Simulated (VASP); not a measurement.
Runs of VASP 6.6.1 on SbPt. The structure is that of space group Fm-3m (No. 225), or close to it. The cells are those of the table. 

```csv
cell,gap on the mesh (eV),pressure (GPa)
"a = 3.844 Å, angles 60.0°, 2 atoms",none,2.9
"a = 3.845 Å, angles 60.0°, 2 atoms",none,2.8
"a = 3.831, b = 3.870 Å, angles 59.7, 60.7, 59.7°, 2 atoms",none,(a)
"a = 3.921 Å, angles 60.0°, 2 atoms",none,(b)
"a = 3.817 Å, angles 60.0°, 2 atoms",none,6.2
```

Alike in all rows: task single point; level PBEsol; potentials or basis VASP PAW PBE potentials, release 64 (Pt, Sb); no spin polarisation; k mesh 10 × 10 × 10; cutoff (eV) 520; smearing gaussian 0.05 eV.

Problem. Estimate the missing entries.

Solution. (a) 3.0; (b) -5.1.

Caveats: the PAW data sets were made with another functional, which shifts forces and pressure a little; spin-orbit coupling is left out, which moves the levels of the heavy elements.

A k mesh can miss the band edges, and the runs leave out spin-orbit coupling on Pt, Sb.

A gap of «none» marks levels without a gap at the run's occupations.
